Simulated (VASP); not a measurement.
Input of a VASP 6.6.1 run:

INCAR

```
SYSTEM = FeS2
PREC = Accurate
ENCUT = 600
EDIFF = 1E-6
ISMEAR = -1
SIGMA = 0.02
LREAL = .FALSE.
LASPH = .TRUE.
NELM = 120
ALGO = Normal
ISIF = 2
LWAVE = .FALSE.
LCHARG = .FALSE.
GGA = PE
NBANDS = 29
GGA_COMPAT = .FALSE.
```

File KPOINTS:

```
regular mesh
0
G
  6 6 8
  0 0 0
```

Contents of POSCAR:

```
FeS2
1.0
    4.4308093685      0.0000000000      0.0000000000
    0.0000000000      5.4005596105      0.0000000000
    0.0000000000      0.0000000000      3.3792368070
Fe S
2 4
Direct
    0.5000000000      0.5000000000      0.5000000000
    0.0000000000      0.0000000000      0.0000000000
    0.2990463062      0.8778422774      0.5000000000
    0.7009536938      0.1221577226      0.5000000000
    0.2009536938      0.3778422774      0.0000000000
    0.7990463062      0.6221577226      0.0000000000
```

Potentials or basis: VASP PAW PBE potentials, release 64 (Fe, S).

Command:

```bash
$ cat potpaw_PBE.64/Fe/POTCAR potpaw_PBE.64/S/POTCAR > POTCAR
$ mpirun -np 1 vasp_std > vasp.out
```

Question: What does it give for the pressure?

Answer: 0.9 GPa.

Question: Predict the largest force.

Answer: 0.254 eV/Å.

Question: What does it give for the band gap on the k mesh?

Answer: 0.89 eV (least direct gap 1.18 eV).

Forces in eV/Å, atoms in the order of the input:
```
Fe   0.000  0.000  0.000
Fe   0.000  0.000  0.000
S   -0.225 -0.118  0.000
S    0.225  0.118  0.000
S    0.225 -0.118  0.000
S   -0.225  0.118  0.000
```

A k mesh can miss the band edges. Spin polarisation is off, so any magnetic state and its effect on volume and gap are missing.
